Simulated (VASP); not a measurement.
# GaB8 (Cmmm) in VASP: relaxation of cell and atoms with PBE

Aim: the relaxation of cell and atoms of GaB8 with PBE.

All numbers are computed with VASP 6.6.1; they aren't measurements. Logs are shortened: lines on timing, memory, paths and dates and some standing lists are left out, and cuts for length are marked.

## (1) The cell of the first run

Symmetry: Cmmm, No. 65, orthorhombic system. Conventional cell: a = 5.954 Å, b = 9.453 Å, c = 3.393 Å, α = 90.00°, β = 90.00°, γ = 90.00°. Within 3.6 Å of Ga (site symmetry mmm) lie 16 B at 2.73 to 2.78 Å and 2 Ga at 3.39 Å. Within 2.2 Å of B (site symmetry 2mm) lie 3 B at 1.67 Å. B (site symmetry m2m) has 4 B at 1.66 to 1.75 Å within 2.2 Å. Within 2.2 Å of B (site symmetry m) lie 4 B at 1.63 to 1.75 Å.

The cell was generated, and may not be a known phase.

## (2) Relaxation of cell and atoms, PBE

Contents of INCAR:

```
SYSTEM = GaB8
PREC = Accurate ; ENCUT = 600
EDIFF = 1E-7 ; ISMEAR = 0
SIGMA = 0.1 ; LREAL = .False.
LASPH = .True. ; NELM = 100
ALGO = Normal ; ISIF = 3
LWAVE = .False. ; LCHARG = .False.
GGA = PE ; IBRION = 2
NSW = 100 ; EDIFFG = -0.01
```

Contents of KPOINTS:

```
regular mesh
0
Gamma
  8 8 12
  0 0 0
```

Contents of POSCAR:

```
GaB8
1.0
    2.9772395267     -4.7267478002      0.0000000000
    2.9772395267      4.7267478002      0.0000000000
    0.0000000000      0.0000000000      3.3931146108
Ga B
1 8
Direct
    0.5000000000      0.5000000000      0.0000000000
    0.1405587869      0.1405587869      0.5000000000
    0.8594412131      0.8594412131      0.5000000000
    0.2675455604      0.7324544396      0.5000000000
    0.7324544396      0.2675455604      0.5000000000
    0.0791259997      0.4069099520      0.5000000000
    0.9208740003      0.5930900480      0.5000000000
    0.4069099520      0.0791259997      0.5000000000
    0.5930900480      0.9208740003      0.5000000000
```

Potentials or basis: VASP PAW PBE potentials, release 64 (Ga_d, B).

On the command line:

```bash
> cat potpaw_PBE.64/Ga_d/POTCAR potpaw_PBE.64/B/POTCAR > POTCAR
> mpirun -np 1 vasp_std > vasp.out
```

OUTCAR:

```text
SYSTEM = GaB8
   PREC = Accurate
   ENCUT = 600
   EDIFF = 1E-7
   ISMEAR = 0
   LREAL = .False.
   LASPH = .True.
   NELM = 100
   ISIF = 3
   GGA = PE
   IBRION = 2
   NSW = 100
   EDIFFG = -0.01

 ion  position               nearest neighbor table
   1  0.500  0.500  0.000-
   2  0.141  0.141  0.500-   6 1.67   8 1.67   3 1.67
   3  0.859  0.859  0.500-   7 1.67   9 1.67   2 1.67
   4  0.268  0.732  0.500-   6 1.66   9 1.66   8 1.75   7 1.75
   5  0.732  0.268  0.500-   7 1.66   8 1.66   6 1.75   9 1.75
   6  0.079  0.407  0.500-   7 1.63   4 1.66   2 1.67   5 1.75
   7  0.921  0.593  0.500-   6 1.63   5 1.66   3 1.67   4 1.75
   8  0.407  0.079  0.500-   9 1.63   5 1.66   2 1.67   4 1.75
   9  0.593  0.921  0.500-   8 1.63   4 1.66   3 1.67   5 1.75

  LATTYP: Found a base centered orthorhombic cell.
 ALAT       =     5.9544790534
 B/A-ratio  =     1.5876276523
 C/A-ratio  =     0.5698423960

  Lattice vectors:

 A1 = (   2.9772395267,  -4.7267478002,   0.0000000000)
 A2 = (   2.9772395267,   4.7267478002,   0.0000000000)
 A3 = (   0.0000000000,   0.0000000000,   3.3931146108)

Analysis of symmetry for initial positions (statically):
=====================================================================
 Subroutine PRICEL returns:
 Original cell was already a primitive cell.

 Routine SETGRP: Setting up the symmetry group for a
 base centered orthorhombic supercell.

 Subroutine GETGRP returns: Found  8 space group operations
 (whereof  8 operations were pure point group operations)
 out of a pool of  8 trial point group operations.

The static configuration has the point symmetry D_2h.

Analysis of symmetry for dynamics (positions and initial velocities):
=====================================================================
 Subroutine PRICEL returns:
 Original cell was already a primitive cell.

 Routine SETGRP: Setting up the symmetry group for a
 base centered orthorhombic supercell.

 Subroutine GETGRP returns: Found  8 space group operations
 (whereof  8 operations were pure point group operations)
 out of a pool of  8 trial point group operations.

The dynamic configuration has the point symmetry D_2h.

 Subroutine INISYM returns: Found  8 space group operations
 (whereof  8 operations are pure point group operations),
 and found     1 'primitive' translations

----------------------------------------------------------------------------------------

                                     Primitive cell

  volume of cell :      95.5003

  direct lattice vectors                    reciprocal lattice vectors
     2.977239527 -4.726747800  0.000000000     0.167940804 -0.105780977  0.000000000
     2.977239527  4.726747800  0.000000000     0.167940804  0.105780977  0.000000000
     0.000000000  0.000000000  3.393114611     0.000000000  0.000000000  0.294714478

  length of vectors
     5.586242025  5.586242025  3.393114611     0.198478535  0.198478535  0.294714478

  position of ions in fractional coordinates (direct lattice)
     0.500000000  0.500000000  0.000000000
     0.140558787  0.140558787  0.500000000
     0.859441213  0.859441213  0.500000000
     0.267545560  0.732454440  0.500000000
     0.732454440  0.267545560  0.500000000
     0.079126000  0.406909952  0.500000000
     0.920874000  0.593090048  0.500000000
     0.406909952  0.079126000  0.500000000
     0.593090048  0.920874000  0.500000000

  ion indices of the primitive-cell ions
   primitive index   ion index
                 1           1
                 2           2
                 3           3
                 4           4
                 5           5
                 6           6
                 7           7
                 8           8
                 9           9

----------------------------------------------------------------------------------------

 KPOINTS: regular mesh

Automatic generation of k-mesh.
 Grid dimensions read from file:
 generate k-points for:    8    8   12

 Generating k-lattice:

  Cartesian coordinates                     Fractional coordinates (reciprocal lattice)
     0.020992601 -0.013222622  0.000000000     0.125000000 -0.000000000  0.000000000
     0.020992601  0.013222622  0.000000000    -0.000000000  0.125000000  0.000000000
     0.000000000  0.000000000  0.024559540     0.000000000  0.000000000  0.083333333

  Length of vectors
     0.024809817  0.024809817  0.024559540

  Shift w.r.t. Gamma in fractional coordinates (k-lattice)
     0.000000000  0.000000000  0.000000000

 Subroutine IBZKPT returns following result:
 ===========================================

 Found    147 irreducible k-points:

 Following reciprocal coordinates:
            Coordinates               Weight
  0.000000  0.000000  0.000000      1.000000
  0.125000  0.000000  0.000000      4.000000
  0.250000  0.000000  0.000000      4.000000
  0.375000  0.000000  0.000000      4.000000
  0.500000  0.000000  0.000000      2.000000
  0.125000  0.125000  0.000000      2.000000
[... 16 lines left out ...]
  0.125000  0.000000  0.083333      8.000000
  0.250000  0.000000  0.083333      8.000000
 [... further k-points ...]
   k-points           NKPTS =    147   k-points in BZ     NKDIM =    147   number of bands    NBANDS=     23
   number of dos      NEDOS =    301   number of ions     NIONS =      9
   total plane-waves  NPLWV =  64512
   dimension x,y,z NGX =    48 NGY =   48 NGZ =   28
   dimension x,y,z NGXF=    96 NGYF=   96 NGZF=   56
   ions per type =               1   8
   NGX,Y,Z   is equivalent  to a cutoff of  14.28, 14.28, 13.72 a.u.
   NGXF,Y,Z  is equivalent  to a cutoff of  28.57, 28.57, 27.44 a.u.
 SYSTEM =  GaB8
   PREC   = accura    normal or accurate (medium, high low for compatibility)
   ISTART =      0    job   : 0-new  1-cont  2-samecut
   ICHARG =      2    charge: 1-file 2-atom 10-const
   ISPIN  =      1    spin polarized calculation?
   LNONCOLLINEAR =      F non collinear calculations
   LSORBIT =      F    spin-orbit coupling
   LASPH  =      T    aspherical Exc in radial PAW
   ENCUT  =  600.0 eV  44.10 Ry    6.64 a.u.  11.16 11.16  6.78*2*pi/ulx,y,z
   NELM   =    100;   NELMIN=  2; NELMDL= -5     # of ELM steps
   EDIFF  = 0.1E-06   stopping-criterion for ELM
   LREAL  =      F    real-space projection
   EDIFFG = -.1E-01   stopping-criterion for IOM
   NSW    =    100    number of steps for IOM
   IBRION =      2    ionic relax: 0-MD 1-quasi-New 2-CG
   NFREE  =      1    steps in history (QN), initial steepest desc. (CG)
   ISIF   =      3    stress and relaxation
   ISYM   =      2    0-nonsym 1-usesym 2-fastsym
   POTIM  = 0.5000    time-step for ionic-motion
   TEBEG  =    0.0;   TEEND  =   0.0 temperature during run
   PSTRESS=    0.0 pullay stress
   NELECT =      37.0000    total number of electrons
   NUPDOWN=      -1.0000    fix difference up-down
   EMIN   =  10.00;   EMAX   =-10.00  energy-range for DOS
   EFERMI =   0.00;   METHOD = LEGACY
   ISMEAR =     0;   SIGMA  =   0.10  broadening in eV -4-tet -1-fermi 0-gaus
   EFERMI_NEDOS =   21; number of points for ismear=-14 and -15
   IALGO  =     38    algorithm
   IMIX   =      4    mixing-type and parameters
     AMIX     =   0.40;   BMIX     =  1.00
     AMIX_MAG =   1.60;   BMIX_MAG =  1.00
  volume/ion in A,a.u.               =      10.61        71.61
  Fermi-wavevector in a.u.,A,eV,Ry     =   1.193458  2.255309 19.379351  1.424342
  Thomas-Fermi vector in A             =   2.329472
   LORBIT       =      0    0 simple, 1 ext, 2 COOP (PROOUT), +10 PAW based schemes
   GGA     = PE    functional components
   LHFCALC =     F    Hartree Fock is set to
   AEXX    =    0.0000 exact exchange contribution
   IVDW    =     0    specifies the selected vdW correction
   LEPSILON=     F    determine dielectric tensor
   LRPA    =     F    only Hartree local field effects (RPA)
 conjugate gradient relaxation of ions
 non-spin polarized calculation
 Gauss-broadening in eV      SIGMA  =   0.10
  energy-cutoff  :      600.00
  volume of cell :       95.50
 maximum number of plane-waves:      3208
 NGX is ok and might be reduce to    48
   NGX = 23   NGY = 23   NGZ = 13

--------------------------------------- Ionic step        1  -------------------------------------------

 number of electron      36.9999998 magnetization

 Free energy of the ion-electron system (eV)
  ---------------------------------------------------
  ext. energy  EPLUGINS =         0.00000000
  ---------------------------------------------------
  free energy    TOTEN  =       -50.87450652 eV

  energy without entropy =      -50.86001107  energy(sigma->0) =      -50.86725879

------------------------ aborting loop because EDIFF is reached ----------------------------------------

  FORCE on cell =-STRESS in cart. coord.  units (eV):
  Direction    XX          YY          ZZ          XY          YZ          ZX
  --------------------------------------------------------------------------------------
  -------------------------------------------------------------------------------------
  Total       -1.2039639      0.2875177      0.2440183      0.0000000      0.0000000      0.0000000
  in kB      -20.1985093      4.8235913      4.0938146      0.0000000      0.0000000      0.0000000
  external PRESSURE =      -3.7603678 kB  Pullay stress =       0.0000000 kB
[... 110 lines left out ...]
  FREE ENERGIE OF THE ION-ELECTRON SYSTEM (eV)
  ---------------------------------------------------
  free  energy   TOTEN  =       -50.8785861039 eV

  energy  without entropy=      -50.8637333158  energy(sigma->0) =      -50.87115971

[... ionic steps 4 to 16 ...]

--------------------------------------- Ionic step       17  -------------------------------------------

 number of electron      36.9999987 magnetization

------------------------ aborting loop because EDIFF is reached ----------------------------------------

  FORCE on cell =-STRESS in cart. coord.  units (eV):
  Direction    XX          YY          ZZ          XY          YZ          ZX
  --------------------------------------------------------------------------------------
  -------------------------------------------------------------------------------------
  Total        0.1428030      0.1986726      0.0335633      0.0000000      0.0000000      0.0000000
  in kB        2.3641298      3.2890603      0.5556469      0.0000000      0.0000000      0.0000000
  external PRESSURE =       2.0696123 kB  Pullay stress =       0.0000000 kB
[... 71 lines left out ...]
  energy  without entropy=      -50.8771484929  energy(sigma->0) =      -50.88456039

--------------------------------------- Ionic step       19  -------------------------------------------

 number of electron      36.9999987 magnetization

 Free energy of the ion-electron system (eV)
  ---------------------------------------------------
  ext. energy  EPLUGINS =         0.00000000
  ---------------------------------------------------
  free energy    TOTEN  =       -50.89203396 eV

  energy without entropy =      -50.87722274  energy(sigma->0) =      -50.88462835

 E-fermi :   3.6801     XC(G=0): -10.3039

 val. band max:        3.6740175872   @ k =   0.3750   0.1250   0.4167
 cond. band min:       3.6890898688   @ k =   0.5000   0.0000   0.4167
 fundamental gap:      0.0150722816
 Fermi energy:         3.6801143593

 k-point     1 :       0.0000    0.0000    0.0000
  band No.  band energies     occupation
      1     -11.1807      2.00000
      2     -11.1340      2.00000
      3     -11.1234      2.00000
      4     -11.1197      2.00000
      5     -11.1171      2.00000
      6      -9.6697      2.00000
[... 613 lines left out ...]
     22       7.1435      0.00000
     23       8.4147      0.00000

 [... further k-points ...]

------------------------ aborting loop because EDIFF is reached ----------------------------------------

  FORCE on cell =-STRESS in cart. coord.  units (eV):
  Direction    XX          YY          ZZ          XY          YZ          ZX
  --------------------------------------------------------------------------------------
  -------------------------------------------------------------------------------------
  Total        0.0328468      0.0839345      0.0365220      0.0000000      0.0000000      0.0000000
  in kB        0.5435865      1.3890451      0.6044088      0.0000000      0.0000000      0.0000000
  external PRESSURE =       0.8456801 kB  Pullay stress =       0.0000000 kB
[... 24 lines left out ...]
  FREE ENERGIE OF THE ION-ELECTRON SYSTEM (eV)
  ---------------------------------------------------
  free  energy   TOTEN  =       -50.8920339603 eV

  energy  without entropy=      -50.8772227363  energy(sigma->0) =      -50.88462835

 reached required accuracy - stopping structural energy minimisation
```

It took 35 min on 1 thread of Intel Xeon Platinum 8488C (Sapphire Rapids), shared host; peak memory 0.52 GiB.

Results:

- Free energy: -50.8920 eV
- Relaxed volume: 10.76 Å³/atom
- Relaxed cell: a = 5.609 Å, b = 5.609 Å, c = 3.449 Å, α = 90.00°, β = 90.00°, γ = 116.83°
- Space group after relaxing (to 0.1 Å): Cmmm (No. 65)
- Energy gained by relaxing: 1.9 meV/atom
- Ionic steps: 19
- Pressure after relaxing: 0.1 GPa
- Largest force after relaxing: 0.009 eV/Å
- Band gap on the k mesh: zero (an odd number of electrons rules out a gap without spin polarisation)

Forces on the atoms (eV/Å):
```
Ga   0.000  0.000  0.000
B   -0.008  0.000  0.000
B    0.008  0.000  0.000
B    0.000 -0.001  0.000
B    0.000  0.001  0.000
B    0.007  0.005  0.000
B   -0.007 -0.005  0.000
B    0.007 -0.005  0.000
B   -0.007  0.005  0.000
```

The path:
```csv
step,energy change (eV),largest force (eV/Å),pressure (GPa),volume (Å³)
1,0.0000,0.1051,-0.38,95.50
2,-0.0036,0.1942,0.73,95.15
3,-0.0041,0.1400,0.44,95.24
4,-0.0088,0.1310,0.42,95.42
5,-0.0103,0.1625,0.42,95.62
6,-0.0130,0.0887,0.21,95.92
7,-0.0136,0.0761,0.08,96.13
8,-0.0145,0.0464,0.09,96.20
9,-0.0161,0.0670,0.09,96.43
10,-0.0162,0.0787,0.09,96.50
11,-0.0169,0.0460,-0.02,96.62
12,-0.0171,0.0373,-0.11,96.73
13,-0.0173,0.0232,0.04,96.71
14,-0.0173,0.0226,0.03,96.71
15,-0.0174,0.0153,0.06,96.72
16,-0.0175,0.0065,0.11,96.74
17,-0.0174,0.0301,0.21,96.78
18,-0.0175,0.0125,0.14,96.75
19,-0.0175,0.0091,0.08,96.81
```

Final structure:
```yaml
crystal:
  lattice:
    - [2.93737, -4.77780, 0.00000]
    - [2.93737, 4.77780, 0.00000]
    - [0.00000, 0.00000, 3.44920]
  atoms:
    - { symbol: Ga, position: [0.50000, 0.50000, 0.00000] }
    - { symbol: B, position: [0.14314, 0.14314, 0.50000] }
    - { symbol: B, position: [0.85686, 0.85686, 0.50000] }
    - { symbol: B, position: [0.26199, 0.73801, 0.50000] }
    - { symbol: B, position: [0.73801, 0.26199, 0.50000] }
    - { symbol: B, position: [0.08154, 0.41015, 0.50000] }
    - { symbol: B, position: [0.91846, 0.58985, 0.50000] }
    - { symbol: B, position: [0.41015, 0.08154, 0.50000] }
    - { symbol: B, position: [0.58985, 0.91846, 0.50000] }
```

Levels at points of the mesh, in eV from the Fermi level:
| k point | band 16 | band 17 | band 18 | band 19 | band 20 | band 21 | band 22 | band 23 |
| --- | --- | --- | --- | --- | --- | --- | --- | --- |
| (0.00, 0.00, 0.00) | -0.04 | 0.78 | 1.03 | 2.31 | 2.51 | 2.56 | 2.62 | 4.50 |
| (0.50, 0.00, 0.00) | -1.68 | -1.66 | -0.27 | 0.77 | 1.34 | 2.47 | 4.69 | 5.19 |
| (0.50, 0.50, 0.00) | -2.16 | -0.27 | -0.27 | 0.20 | 0.93 | 2.09 | 3.26 | 4.19 |
| (0.00, 0.00, 0.50) | -1.66 | -1.62 | -1.57 | -1.40 | -0.11 | 0.21 | 1.02 | 3.04 |
| (0.50, 0.00, 0.50) | -2.41 | -2.25 | -2.19 | -0.49 | 0.03 | 2.51 | 3.20 | 3.69 |
| (0.50, 0.50, 0.50) | -3.20 | -2.55 | -2.50 | -1.62 | 0.68 | 2.49 | 2.95 | 3.15 |

Caveat: an odd number of electrons without spin polarisation forces a metal; a magnetic or distorted state may lie lower.
